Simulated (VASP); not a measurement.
Set up this calculation in VASP 6.6.1, as the native input.

```yaml
Task: single point
Functional: PBEsol
Potentials_or_basis: VASP PAW PBE potentials, release 64 (Mo_sv)
Cutoff: 520 eV
k_mesh: 23 × 23 × 23
Occupations: fermi-dirac, width 0.1 eV
Spin: no spin polarisation
Dipole_correction: no
Further_INCAR_settings: ALGO = Normal; EDIFF = 1e-07; NBANDS = 13
```

The structure of Mo lies in POSCAR:

```
Mo
1.0
   -1.6260767690      1.6260767690      1.6260767690
    1.6260767690     -1.6260767690      1.6260767690
    1.6260767690      1.6260767690     -1.6260767690
Mo
1
Direct
    0.0000000000      0.0000000000      0.0000000000
```

This cell differs from its parent crystal: volume scaled by 1.12.

The input as run:

INCAR

```
PREC     = Accurate       # precision mode
ENCUT    = 520            # plane-wave cutoff, eV
EDIFF    = 1E-7           # SCF threshold, eV
ISMEAR   = -1             # smearing method
SIGMA    = 0.1            # smearing width, eV
LREAL    = False          # projectors in reciprocal space
LASPH    = True           # aspherical terms in the spheres
NELM     = 80             # most SCF steps
ALGO     = Normal         # electronic algorithm
ISIF     = 2              # what is computed and relaxed
LWAVE    = False          # write WAVECAR
LCHARG   = False          # write CHGCAR
GGA      = PS             # functional
NBANDS   = 13             # bands
```

KPOINTS

```
Automatic mesh
0
Gamma
  23 23 23
```

Potentials or basis: VASP PAW PBE potentials, release 64 (Mo_sv).

Run with:

```bash
$ cat potpaw_PBE.64/Mo_sv/POTCAR > POTCAR
$ mpirun -np 1 vasp_std > vasp.out
```

It gave:

The pressure is -24.9 GPa and the band gap on the k mesh is zero (band 7 reaches 14.37 eV, above the bottom of band 8 at 9.79 eV).

Caveat: the PAW data sets were made with another functional, which shifts forces and pressure a little.

Run time: 44 s on 1 thread of Intel(R) Xeon(R) Platinum 8488C (Sapphire Rapids), on a shared host, peak memory 0.19 GiB.
